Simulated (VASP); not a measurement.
# Zr2B (Fm-3m) in VASP: a series of runs, part 2 of 2

VASP 6.6.1. The steps go on from the part before.

## 3. Single point, PBE, collinear spin, ferromagnetic start

INCAR reads:

```
ALGO = Normal
EDIFF = 1E-6
ENCUT = 520
GGA = PE
ISIF = 2
ISMEAR = 0
ISPIN = 2
LASPH = True
LCHARG = False
LMAXMIX = 4
LORBIT = 11
LREAL = False
LWAVE = False
MAGMOM = 1 1 0
NBANDS = 24
NELM = 150
PREC = Accurate
SIGMA = 0.1
```

KPOINTS reads:

```
k-points
0
Gamma
  6 6 6
```

POSCAR reads:

```
Zr2B
1.0
    0.0000000000      2.9352397700      2.9352397700
    2.9352397700      0.0000000000      2.9352397700
    2.9352397700      2.9352397700      0.0000000000
Zr B
2 1
Direct
    0.2500000000      0.2500000000      0.2500000000
    0.7500000000      0.7500000000      0.7500000000
    0.0000000000      0.0000000000      0.0000000000
```

Potentials or basis: VASP PAW PBE potentials, release 64 (Zr_sv, B).

Run with:

```sh
$ cat potpaw_PBE.64/Zr_sv/POTCAR potpaw_PBE.64/B/POTCAR > POTCAR
$ mpirun -np 1 vasp_std > vasp.out
```

OUTCAR:

```text
EDIFF = 1E-6
   ENCUT = 520
   GGA = PE
   ISIF = 2
   ISMEAR = 0
   ISPIN = 2
   LASPH = True
   LORBIT = 11
   LREAL = False
   NELM = 150
   PREC = Accurate

 ion  position               nearest neighbor table
   1  0.250  0.250  0.250-   3 2.54   3 2.54   3 2.54   3 2.54   2 2.94   2 2.94   2 2.94   2 2.94
                             2 2.94   2 2.94
   2  0.750  0.750  0.750-   3 2.54   3 2.54   3 2.54   3 2.54   1 2.94   1 2.94   1 2.94   1 2.94
                             1 2.94   1 2.94
   3  0.000  0.000  0.000-   1 2.54   2 2.54   2 2.54   2 2.54   2 2.54   1 2.54   1 2.54   1 2.54

[... 1080 lines left out ...]
  energy-cutoff  :      520.00
  volume of cell :       50.58
      direct lattice vectors                 reciprocal lattice vectors
     0.000000000  2.935239770  2.935239770    -0.170343835  0.170343835  0.170343835
     2.935239770  0.000000000  2.935239770     0.170343835 -0.170343835  0.170343835
     2.935239770  2.935239770  0.000000000     0.170343835  0.170343835 -0.170343835

 POSITION                                       TOTAL-FORCE (eV/Angst)
 -----------------------------------------------------------------------------------
      1.46762      1.46762      1.46762         0.000000      0.000000      0.000000
      4.40286      4.40286      4.40286        -0.000000     -0.000000     -0.000000
      0.00000      0.00000      0.00000        -0.000000     -0.000000      0.000000
 -----------------------------------------------------------------------------------
    total drift:                               -0.000000     -0.000000      0.000000

  FREE ENERGIE OF THE ION-ELECTRON SYSTEM (eV)
  ---------------------------------------------------
  free  energy   TOTEN  =       -24.3592959650 eV

  energy  without entropy=      -24.3476747846  energy(sigma->0) =      -24.35348537

 total charge

# of ion       s       p       d       tot
------------------------------------------
    1        2.213   5.980   1.762   9.954
    2        2.213   5.980   1.762   9.954
    3        0.696   1.088   0.000   1.784
--------------------------------------------------
tot          5.121  13.047   3.524  21.692

 magnetization (x)

# of ion       s       p       d       tot
------------------------------------------
    1       -0.000   0.000   0.000   0.000
    2       -0.000   0.000   0.000   0.000
    3       -0.000   0.000   0.000   0.000
--------------------------------------------------
tot         -0.000   0.000   0.000   0.000
```

OSZICAR:

```text
N       E                     dE             d eps       ncg     rms          rms(c)
DAV:   1     0.226091695032E+03    0.22609E+03   -0.14029E+04  1536   0.111E+03
DAV:   2    -0.108093790279E+02   -0.23690E+03   -0.22830E+03  1824   0.331E+02
DAV:   3    -0.271677394941E+02   -0.16358E+02   -0.16151E+02  2968   0.654E+01
DAV:   4    -0.274604902099E+02   -0.29275E+00   -0.29269E+00  1664   0.914E+00
DAV:   5    -0.274659622550E+02   -0.54720E-02   -0.54720E-02  2432   0.879E-01    0.217E+01
DAV:   6    -0.242615499886E+02    0.32044E+01   -0.10084E+01  1712   0.149E+01    0.761E+00
DAV:   7    -0.243502770880E+02   -0.88727E-01   -0.87466E-01  2216   0.406E+00    0.435E+00
DAV:   8    -0.243549615735E+02   -0.46845E-02   -0.66240E-02  1800   0.145E+00    0.276E+00
DAV:   9    -0.243590351845E+02   -0.40736E-02   -0.12154E-02  1968   0.821E-01    0.356E-01
DAV:  10    -0.243590534475E+02   -0.18263E-04   -0.45335E-03  1888   0.355E-01    0.224E-01
DAV:  11    -0.243592801283E+02   -0.22668E-03   -0.65739E-04  1760   0.202E-01    0.610E-02
DAV:  12    -0.243593016020E+02   -0.21474E-04   -0.13829E-04  1952   0.845E-02    0.151E-02
DAV:  13    -0.243592985557E+02    0.30462E-05   -0.70454E-06  1800   0.201E-02    0.105E-02
DAV:  14    -0.243592965717E+02    0.19840E-05   -0.12685E-06  1168   0.833E-03    0.485E-03
DAV:  15    -0.243592959650E+02    0.60672E-06   -0.29596E-07   880   0.359E-03
   1 F= -.24359296E+02 E0= -.24353485E+02  d E =-.116212E-01  mag=     0.0000
```

stdout:

```text
POSCAR found type information on POSCAR ZrB
 POSCAR found :  2 types and       3 ions
 scaLAPACK will be used
 LDA part: xc-table for (Slater+PW92), standard interpolation
 POSCAR, INCAR and KPOINTS ok, starting setup
 FFT: planning ... GRIDC
 FFT: planning ... GRID_SOFT
 FFT: planning ... GRID
 WAVECAR not read
 entering main loop
```

Wall time 49 s (1 thread of Intel Xeon Platinum 8259CL at 2.50GHz (Skylake/Cascade Lake), shared host); peak memory 0.21 GiB.

Results:

```
Free energy                                           : -24.3593 eV
Pressure                                              : 4.0 GPa
Net moment                                            : 0.00 μB per cell
Valence electrons inside the program's atomic spheres : Zr 9.95; B 1.78
```

## 4. Single point, PBE

This run uses another cell than the first one, of 17.36 Å³/atom, 1.030 times its volume.

INCAR reads:

```
PREC = Accurate ; ENCUT = 520
EDIFF = 1E-6 ; ISMEAR = 0
SIGMA = 0.1 ; LREAL = F
LASPH = T ; NELM = 100
ALGO = Normal ; ISIF = 2
LWAVE = F ; LCHARG = T
GGA = PE ; LELF = T
LVHAR = T ; NBANDS = 20
```

KPOINTS reads:

```
Automatic mesh
0
Gamma
  14 14 14
```

POSCAR reads:

```
Zr2B
1.0
    0.0000000000      2.9642060960      2.9642060960
    2.9642060960      0.0000000000      2.9642060960
    2.9642060960      2.9642060960      0.0000000000
Zr B
2 1
Direct
    0.2500000000      0.2500000000      0.2500000000
    0.7500000000      0.7500000000      0.7500000000
    0.0000000000      0.0000000000      0.0000000000
```

Run with:

```sh
$ cat potpaw_PBE.64/Zr_sv/POTCAR potpaw_PBE.64/B/POTCAR > POTCAR
$ mpirun -np 1 vasp_std > vasp.out
```

Wall time 79 s (1 thread of Intel Xeon Platinum 8259CL at 2.50GHz (Skylake/Cascade Lake), shared host); peak memory 0.24 GiB.

The run converged. Its results:

* Free energy: -24.3685 eV
* Pressure: 0.1 GPa

Levels at points of the mesh, in eV from the Fermi level:
```
           k point  band 11  band 12  band 13  band 14  band 15  band 16  band 17  band 18
(0.00, 0.00, 0.00)    -3.19    -3.19    -1.56    -1.56     2.46     5.24     5.24     5.24
(0.50, 0.00, 0.00)    -1.73    -1.73     0.67     0.67     1.34     2.11     2.11     2.21
(0.50, 0.50, 0.00)    -1.25    -0.64    -0.36    -0.36    -0.35     2.90     2.90     3.19
```

## 5. Relaxation of cell and atoms, PBE

INCAR reads:

```
SYSTEM = Zr2B
ALGO = Fast
EDIFF = 1E-6
EDIFFG = -0.01
ENCUT = 600
GGA = PE
IBRION = 2
ISIF = 3
ISMEAR = 0
LASPH = .True.
LCHARG = .False.
LREAL = .False.
LWAVE = .False.
NELM = 100
NSW = 100
PREC = Accurate
SIGMA = 0.1
```

KPOINTS reads:

```
k-points
0
Gamma
  14 14 14
  0 0 0
```

POSCAR reads:

```
Zr2B
1.0
    0.0000000000      2.9352397700      2.9352397700
    2.9352397700      0.0000000000      2.9352397700
    2.9352397700      2.9352397700      0.0000000000
Zr B
2 1
Direct
    0.2500000000      0.2500000000      0.2500000000
    0.7500000000      0.7500000000      0.7500000000
    0.0000000000      0.0000000000      0.0000000000
```

Run with:

```sh
$ cat potpaw_PBE.64/Zr_sv/POTCAR potpaw_PBE.64/B/POTCAR > POTCAR
$ mpirun -np 1 vasp_std > vasp.out
```

Run time: 8.7 min. Hardware: 1 thread of Intel Xeon Platinum 8259CL at 2.50GHz (Skylake/Cascade Lake), shared host; peak memory 0.29 GiB.

The run converged. Its results:

| Item | Value |
| --- | --- |
| Free energy | -24.3682 eV |
| Relaxed volume | 17.37 Å³/atom |
| Relaxed cell | a = 4.193 Å, b = 4.193 Å, c = 4.193 Å, α = 60.00°, β = 60.00°, γ = 60.00° |
| Space group after relaxing (to 0.05 Å) | Fm-3m (No. 225) |
| Energy gained by relaxing | 6.3 meV/atom |
| Ionic steps | 3 |
| Pressure after relaxing | 0.0 GPa |

The path:
| step | energy change (eV) | largest force (eV/Å) | pressure (GPa) | volume (Å³) |
| --- | --- | --- | --- | --- |
| 1 | 0.0000 | 0.0000 | 4.03 | 50.58 |
| 2 | 0.0004 | 0.0000 | -3.72 | 53.74 |
| 3 | -0.0189 | 0.0000 | -0.03 | 52.12 |

Final structure:
```
Zr B
1.0
     0.00000    2.96484    2.96484
     2.96484    0.00000    2.96484
     2.96484    2.96484    0.00000
Zr B
2 1
Cartesian
  1.4824 1.4824 1.4824
  4.4473 4.4473 4.4473
  0.0000 0.0000 0.0000
```

Levels at points of the mesh, in eV from the Fermi level:
| k point | band 11 | band 12 | band 13 | band 14 | band 15 | band 16 | band 17 |
| --- | --- | --- | --- | --- | --- | --- | --- |
| (0.00, 0.00, 0.00) | -3.19 | -3.19 | -1.56 | -1.56 | 2.47 | 5.24 | 5.24 |
| (0.50, 0.00, 0.00) | -1.73 | -1.73 | 0.67 | 0.67 | 1.34 | 2.11 | 2.16 |
| (0.50, 0.50, 0.00) | -1.25 | -0.64 | -0.36 | -0.36 | -0.35 | 2.90 | 3.08 |

## 6. Summary

| task | spin | cell | k mesh | cutoff (eV) | gap on the mesh (eV) | pressure (GPa) |
| --- | --- | --- | --- | --- | --- | --- |
| single point | off | a = 4.151 Å, angles 60.0°, 3 atoms | 6 × 6 × 6 | 520 | none | 4.0 |
| single point | collinear, ferromagnetic start | a = 4.151 Å, angles 60.0°, 3 atoms | 6 × 6 × 6 | 520 | none | 4.0 |
| single point | off | a = 4.192 Å, angles 60.0°, 3 atoms | 14 × 14 × 14 | 520 | none | 0.1 |
| relaxation of cell and atoms | off | relaxed from a = 4.151 Å, angles 60.0°, 3 atoms | 14 × 14 × 14 | 600 | none | 0.0 |

Alike in all rows: level PBE; potentials or basis VASP PAW PBE potentials, release 64 (Zr_sv, B); smearing gaussian 0.1 eV.

Total energies depend on the potentials used, so only differences within one code and one set of settings carry meaning.
